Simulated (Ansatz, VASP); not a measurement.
# CaMn3: VASP beside Ansatz

```
Ca Mn
1.0
     4.15441    0.00000    0.00000
     0.00000    4.15441    0.00000
     0.00000    0.00000    4.15441
Ca Mn
1 3
Direct
  0.00000 0.00000 0.00000
  0.00000 0.50000 0.50000
  0.50000 0.00000 0.50000
  0.50000 0.50000 0.00000
```

Alike in both runs: functional PBE; k mesh 4 × 4 × 4; occupations gaussian, width 0.1 eV; collinear spin.

Ansatz relaxed the structure, and its values are those at the end. VASP's run is a single point on that final structure, the one shown.

```csv
,VASP,Ansatz
version,VASP 6.6.1,Ansatz 0.2.0
potentials or method,"VASP PAW PBE potentials, release 64 (Ca_sv, Mn_pv), cutoff 500 eV","scalar-relativistic, plane waves, PAW"
valence electrons in the cell,49,55
```

Ansatz gave:

- gap on the k mesh at the Fermi level (eV): none
- pressure (GPa): 0.2
- net moment per atom (μB): 2.66
- size of the moment on the site where the two differ most (μB): 3.51

Q: What did VASP give for the same quantities?

A: gap on the k mesh at the Fermi level (eV): none; pressure (GPa): 0.3; net moment per atom (μB): 2.66; size of the moment on the site where the two differ most (μB): 3.44.

Site moments also hang on the region over which each program counts them. A gap of «none» marks a metal or a gap that the smearing closes. With one functional, cell and mesh, what is left measures potentials, basis and numerics. VASP's potentials hold 49 valence electrons a cell and Ansatz's 55, so a difference there can come from the potentials and not from the codes.

The k mesh is coarse, so the values compare programs but aren't converged.
